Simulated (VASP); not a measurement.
Set up this calculation in VASP 6.6.1, as the native input.

- Task: relaxation of cell and atoms
- Functional: PBE
- Potentials or basis: VASP PAW PBE potentials, release 64 (Y_sv, Fe)
- Cutoff: 600 eV
- k mesh: 6 × 6 × 6
- Occupations: gaussian, width 0.1 eV
- Spin: collinear spin
- Starting moments: [-0.21, -0.21, 3.32] μB
- Dipole correction: no
- Further INCAR settings: ALGO = Normal; EDIFF = 1e-06; IBRION = 2; EDIFFG = -0.04; NSW = 90; ISIF = 3

The structure of Y2Fe lies in POSCAR:

```
Y2Fe
1.0
    5.1011436859      0.0000000000      0.0000000000
   -2.5505718429      4.4177200203      0.0000000000
    0.0000000000      0.0000000000      3.1031201343
Y Fe
2 1
Direct
    0.3333333333      0.6666666667      0.5000000000
    0.6666666667      0.3333333333      0.5000000000
    0.0000000000      0.0000000000      0.0000000000
```

The input as run:

INCAR

```
SYSTEM = Y2Fe
ALGO = Normal
EDIFF = 1E-6
EDIFFG = -0.04
ENCUT = 600
GGA = PE
IBRION = 2
ISIF = 3
ISMEAR = 0
ISPIN = 2
LASPH = .True.
LCHARG = .False.
LMAXMIX = 4
LORBIT = 11
LREAL = .False.
LWAVE = .False.
MAGMOM = -0.21 -0.21 3.32
NELM = 150
NSW = 90
PREC = Accurate
SIGMA = 0.1
```

KPOINTS

```
k-points
0
Gamma
  6 6 6
  0 0 0
```

Potentials or basis: VASP PAW PBE potentials, release 64 (Y_sv, Fe).

Launch:

```console
$ cat potpaw_PBE.64/Y_sv/POTCAR potpaw_PBE.64/Fe/POTCAR > POTCAR
$ mpirun -np 1 vasp_std > vasp.out
```

It gave:

```
Relaxed volume                                        : 23.18 Å³/atom
Relaxed cell                                          : a = 5.099 Å, b = 5.099 Å, c = 3.088 Å, α = 90.00°, β = 90.00°, γ = 120.00°
Space group after relaxing (to 0.1 Å)                 : P6/mmm (No. 191)
Energy gained by relaxing                             : 0.3 meV/atom
Ionic steps                                           : 2
Pressure after relaxing                               : 0.0 GPa
Net moment                                            : 2.08 μB per cell
Site moments                                          : Y -0.30; Fe +2.84 μB
Valence electrons inside the program's atomic spheres : Y 9.75; Fe 6.69
```

It took 5.8 min on 1 thread of Intel Xeon 8259CL (shared host), peak memory 0.32 GiB.
